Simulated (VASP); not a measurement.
# Si10H4Cl in VASP: notebook

The runs below take Si10H4Cl through single point, with PBEsol.

Program: VASP 6.6.1. These are calculated values, not measurements. Logs are shortened: lines on timing, memory, paths and dates and some standing lists are left out, and cuts for length are marked.

**1. The cell of the first run**

The cell holds a slab with vacuum, 30 atoms: a = 7.679 Å, b = 7.679 Å, c = 19.256 Å, α = 90.00°, β = 90.00°, γ = 90.00°.

**2. Single point, PBEsol**

INCAR

```
SYSTEM = Si10H4Cl
PREC = Accurate ; ENCUT = 520
EDIFF = 1E-6 ; ISMEAR = -1
SIGMA = 0.02 ; LREAL = Auto
LASPH = .TRUE. ; NELM = 80
ALGO = Normal ; ISIF = 2
LWAVE = .FALSE. ; LCHARG = .FALSE.
GGA = PS ; NBANDS = 72
```

KPOINTS

```
Automatic mesh
0
G
  2 2 1
  0 0 0
```

POSCAR

```
Si10H4Cl
1.0
    7.6791800000      0.0000000000      0.0000000000
    0.0000000000      7.6791800000      0.0000000000
    0.0000000000      0.0000000000     19.2555000000
H Si Cl
8 20 2
Direct
    0.4093920184      0.0000000000      0.0519332139
    0.0906079816      0.0000000000      0.0519332139
    0.9093920184      0.0000000000      0.0519332139
    0.5906079816      0.0000000000      0.0519332139
    0.4093920184      0.5000000000      0.0519332139
    0.0906079816      0.5000000000      0.0519332139
    0.9093920184      0.5000000000      0.0519332139
    0.5906079816      0.5000000000      0.0519332139
    0.2500000000      0.0000000000      0.0968814105
    0.7500000000      0.0000000000      0.0968814105
    0.2500000000      0.5000000000      0.0968814105
    0.7500000000      0.5000000000      0.0968814105
    0.2506022778      0.2494878359      0.1646335852
    0.7507136179      0.2511446535      0.1632999922
    0.2498485515      0.7503310249      0.1697536808
    0.7498536302      0.7509830477      0.1676941134
   -0.0009086908      0.2450572848      0.2325205785
    0.5020858998      0.2449152123      0.2322079925
   -0.0039440409      0.7570210621      0.2406485420
    0.5035545462      0.7570008777      0.2405961933
   -0.0202453908      0.0112057537      0.3101163823
    0.5195615938      0.0113207400      0.3099348238
   -0.0190766462      0.4957078751      0.3051847005
    0.5171544358      0.4952563946      0.3048234530
    0.2496667613      0.0887267911      0.3598259199
    0.7494511133      0.0674462638      0.3893886941
    0.2489350425      0.3887261400      0.3316445691
    0.7488224003      0.3776193552      0.3725053621
    0.7489924706      0.5089409286      0.4673061203
    0.2508183165      0.1067543670      0.4678940562
```

Potentials or basis: VASP PAW PBE potentials, release 64 (H, Si, Cl).

Run with:

```bash
$ cat potpaw_PBE.64/H/POTCAR potpaw_PBE.64/Si/POTCAR potpaw_PBE.64/Cl/POTCAR > POTCAR
$ mpirun -np 1 vasp_std > vasp.out
```

OUTCAR:

```text
SYSTEM = Si10H4Cl
   PREC = Accurate
   ENCUT = 520
   EDIFF = 1E-6
   ISMEAR = -1
   LREAL = Auto
   LASPH = .TRUE.
   NELM = 80
   ISIF = 2
   GGA = PS

 ion  position               nearest neighbor table
   1  0.409  0.000  0.052-   9 1.50
   2  0.091  0.000  0.052-   9 1.50
   3  0.909  0.000  0.052-  10 1.50
   4  0.591  0.000  0.052-  10 1.50
   5  0.409  0.500  0.052-  11 1.50
   6  0.091  0.500  0.052-  11 1.50
   7  0.909  0.500  0.052-  12 1.50
   8  0.591  0.500  0.052-  12 1.50
   9  0.250  0.000  0.097-   1 1.50   2 1.50  13 2.32  15 2.38
  10  0.750  0.000  0.097-   3 1.50   4 1.50  14 2.31  16 2.35
  11  0.250  0.500  0.097-   5 1.50   6 1.50  13 2.32  15 2.38
  12  0.750  0.500  0.097-   7 1.50   8 1.50  14 2.30  16 2.36
  13  0.251  0.249  0.165-   9 2.32  11 2.32  18 2.33  17 2.33
  14  0.751  0.251  0.163-  12 2.30  10 2.31  18 2.33  17 2.33
  15  0.250  0.750  0.170-   9 2.38  20 2.38  11 2.38  19 2.38
  16  0.750  0.751  0.168-  10 2.35  20 2.36  19 2.36  12 2.36
  17  0.999  0.245  0.233-  14 2.33  13 2.33  21 2.34  23 2.38  27 2.92
  18  0.502  0.245  0.232-  14 2.33  13 2.33  22 2.34  24 2.38  27 2.94
  19  0.996  0.757  0.241-  16 2.36  23 2.36  21 2.37  15 2.38
  20  0.504  0.757  0.241-  16 2.36  24 2.36  22 2.37  15 2.38
  21  0.980  0.011  0.310-  17 2.34  25 2.36  19 2.37  26 2.38
  22  0.520  0.011  0.310-  18 2.34  25 2.36  20 2.37  26 2.38
  23  0.981  0.496  0.305-  27 2.27  19 2.36  28 2.38  17 2.38
  24  0.517  0.495  0.305-  27 2.28  20 2.36  18 2.38  28 2.38
  25  0.250  0.089  0.360-  30 2.09  21 2.36  22 2.36  27 2.37
  26  0.749  0.067  0.389-  22 2.38  21 2.38  28 2.40
  27  0.249  0.389  0.332-  23 2.27  24 2.28  25 2.37  17 2.92  18 2.94
  28  0.749  0.378  0.373-  29 2.09  24 2.38  23 2.38  26 2.40
  29  0.749  0.509  0.467-  28 2.09
  30  0.251  0.107  0.468-  25 2.09

  LATTYP: Found a simple tetragonal cell.
 ALAT       =     7.6791800000
 C/A-ratio  =     2.5074942898

  Lattice vectors:

 A1 = (   7.6791800000,   0.0000000000,   0.0000000000)
 A2 = (   0.0000000000,   7.6791800000,   0.0000000000)
 A3 = (   0.0000000000,   0.0000000000,  19.2555000000)

Analysis of symmetry for initial positions (statically):
=====================================================================
 Subroutine PRICEL returns:
 Original cell was already a primitive cell.

 Routine SETGRP: Setting up the symmetry group for a
 simple tetragonal supercell.

 Subroutine GETGRP returns: Found  1 space group operations
 (whereof  1 operations were pure point group operations)
 out of a pool of 16 trial point group operations.

The static configuration has the point symmetry C_1 .

Analysis of symmetry for dynamics (positions and initial velocities):
=====================================================================
 Subroutine PRICEL returns:
 Original cell was already a primitive cell.

 Routine SETGRP: Setting up the symmetry group for a
 simple tetragonal supercell.

 Subroutine GETGRP returns: Found  1 space group operations
 (whereof  1 operations were pure point group operations)
 out of a pool of 16 trial point group operations.

The dynamic configuration has the point symmetry C_1 .

 Subroutine INISYM returns: Found  1 space group operations
 (whereof  1 operations are pure point group operations),
 and found     1 'primitive' translations

----------------------------------------------------------------------------------------

                                     Primitive cell

  volume of cell :    1135.4931

  direct lattice vectors                    reciprocal lattice vectors
     7.679180000  0.000000000  0.000000000     0.130222237  0.000000000  0.000000000
     0.000000000  7.679180000  0.000000000     0.000000000  0.130222237  0.000000000
     0.000000000  0.000000000 19.255500000     0.000000000  0.000000000  0.051933214

  length of vectors
     7.679180000  7.679180000 19.255500000     0.130222237  0.130222237  0.051933214

  position of ions in fractional coordinates (direct lattice)
     0.409392018  0.000000000  0.051933214
[... 51 lines left out ...]
 non-spin polarized calculation
  energy-cutoff  :      520.00
  volume of cell :     1135.49
 maximum number of plane-waves:     30548
 NGX is ok and might be reduce to    60
   NGX = 29   NGY = 29   NGZ = 71

 number of electron     102.0000007 magnetization

 Free energy of the ion-electron system (eV)
  ---------------------------------------------------
  ext. energy  EPLUGINS =         0.00000000
  ---------------------------------------------------
  free energy    TOTEN  =      -141.94850323 eV

  energy without entropy =     -141.94825433  energy(sigma->0) =     -141.94837878

 E-fermi :  -0.7301     XC(G=0):  -4.6651

 val. band max:       -0.8579629496   @ k =   0.5000   0.5000   0.0000
 cond. band min:      -0.6016520203   @ k =   0.0000   0.0000   0.0000
 fundamental gap:      0.2563109293
 Fermi energy:        -0.7300717543

 k-point     1 :       0.0000    0.0000    0.0000
  band No.  band energies     occupation
      1     -16.5886      2.00000
      2     -16.4483      2.00000
      3     -12.5406      2.00000
      4     -11.3172      2.00000
      5     -10.6564      2.00000
      6     -10.5780      2.00000
[... 55 lines left out ...]
     62       1.5967      0.00000
     63       1.8972      0.00000

 k-point     2 :       0.5000    0.0000    0.0000
  band No.  band energies     occupation
      1     -16.5877      2.00000
      2     -16.4487      2.00000
      3     -12.1066      2.00000
      4     -11.9002      2.00000
      5     -10.8855      2.00000
      6     -10.7794      2.00000
[... 55 lines left out ...]
     62       2.0338      0.00000
     63       2.0873      0.00000

 k-point     3 :       0.0000    0.5000    0.0000
  band No.  band energies     occupation
      1     -16.5884      2.00000
      2     -16.4482      2.00000
      3     -12.2867      2.00000
      4     -11.6300      2.00000
      5     -10.9718      2.00000
      6     -10.3697      2.00000
[... 55 lines left out ...]
     62       2.1115      0.00000
     63       2.1249      0.00000

 k-point     4 :       0.5000    0.5000    0.0000
  band No.  band energies     occupation
      1     -16.5876      2.00000
      2     -16.4485      2.00000
      3     -11.8956      2.00000
      4     -11.5534      2.00000
      5     -11.1528      2.00000
      6     -11.0755      2.00000
[... 55 lines left out ...]
     62       2.4892      0.00000
     63       2.6116      0.00000
 [bands above 63 left out]

------------------------ aborting loop because EDIFF is reached ----------------------------------------

  FORCE on cell =-STRESS in cart. coord.  units (eV):
  Direction    XX          YY          ZZ          XY          YZ          ZX
  --------------------------------------------------------------------------------------
  -------------------------------------------------------------------------------------
  Total       14.9475540      0.4175408      0.5582031     -0.0295970     -1.2854152      0.0057409
  in kB       21.0909536      0.5891488      0.7876229     -0.0417612     -1.8137169      0.0081004
  external PRESSURE =       7.4892418 kB  Pullay stress =       0.0000000 kB

 VOLUME and BASIS-vectors are now :
 -----------------------------------------------------------------------------
  energy-cutoff  :      520.00
  volume of cell :     1135.49
      direct lattice vectors                 reciprocal lattice vectors
     7.679180000  0.000000000  0.000000000     0.130222237  0.000000000  0.000000000
     0.000000000  7.679180000  0.000000000     0.000000000  0.130222237  0.000000000
     0.000000000  0.000000000 19.255500000     0.000000000  0.000000000  0.051933214

 POSITION                                       TOTAL-FORCE (eV/Angst)
 -----------------------------------------------------------------------------------
      3.14379      0.00000      1.00000        -0.459411     -0.066147     -0.041389
      0.69580      0.00000      1.00000         0.461169     -0.062426     -0.040874
      6.98338      0.00000      1.00000        -0.467548     -0.036807     -0.064719
      4.53539      0.00000      1.00000         0.462258     -0.025696     -0.059977
      3.14379      3.83959      1.00000        -0.470858      0.063271     -0.029430
      0.69580      3.83959      1.00000         0.471403      0.060839     -0.028445
[... 22 lines left out ...]
      5.75165      3.90825      8.99821         0.000552     -0.012666     -0.031851
      1.92608      0.81979      9.00953        -0.001162     -0.148762      0.009362
 -----------------------------------------------------------------------------------
    total drift:                                0.006353     -0.010603     -0.009447

  FREE ENERGIE OF THE ION-ELECTRON SYSTEM (eV)
  ---------------------------------------------------
  free  energy   TOTEN  =      -141.9485032258 eV

  energy  without entropy=     -141.9482543340  energy(sigma->0) =     -141.94837878
```

Wall time 7 min (1 thread of Intel Xeon 6975P-C (Granite Rapids), shared host); peak memory 1 GiB.

Results:

```yaml
Free_energy: -141.9485 eV
Largest_force: 0.493 eV/Å
Band_gap_on_the_k_mesh: 0.26 eV (least direct gap 0.50 eV)
```

Forces on the atoms (eV/Å):
```
H   -0.459 -0.066 -0.041
H    0.461 -0.062 -0.041
H   -0.468 -0.037 -0.065
H    0.462 -0.026 -0.060
H   -0.471  0.063 -0.029
H    0.471  0.061 -0.028
H   -0.485  0.061 -0.061
H    0.480  0.053 -0.058
Si  -0.008 -0.261  0.160
Si   0.013 -0.207 -0.058
Si  -0.005  0.265  0.259
Si   0.007  0.332 -0.059
Si  -0.006  0.006 -0.008
Si  -0.001  0.010  0.003
Si  -0.001  0.004  0.000
Si   0.002 -0.003 -0.004
Si   0.024 -0.010  0.003
Si  -0.015 -0.007  0.008
Si   0.005 -0.001  0.006
Si  -0.008 -0.001  0.005
Si   0.003 -0.005 -0.001
Si  -0.001 -0.005  0.002
Si  -0.016  0.015 -0.014
Si   0.013  0.013 -0.010
Si   0.001 -0.011  0.060
Si   0.002 -0.024  0.021
Si  -0.002 -0.006  0.029
Si   0.000  0.013  0.005
Cl   0.001 -0.013 -0.032
Cl  -0.001 -0.149  0.009
```

Levels at points of the mesh, in eV from the valence-band top:
```csv
k point,band 47,band 48,band 49,band 50,band 51,band 52,band 53,band 54,band 55,band 56
"(0.00, 0.00, 0.00)",-1.02,-0.87,-0.63,-0.47,-0.36,0.26,1.02,1.28,1.41,1.78
"(0.50, 0.00, 0.00)",-1.09,-0.94,-0.76,-0.72,-0.16,0.85,1.55,1.77,2.02,2.15
"(0.00, 0.50, 0.00)",-1.27,-1.20,-0.56,-0.31,-0.17,0.33,1.50,1.60,1.78,1.92
"(0.50, 0.50, 0.00)",-1.37,-1.33,-1.09,-0.97,0.00,0.97,1.88,1.99,2.10,2.39
```

Caveat: there is no dipole correction, which matters where the two faces differ; the PAW data sets were made with another functional, which shifts forces and pressure a little.

[end of part 1 of 2]
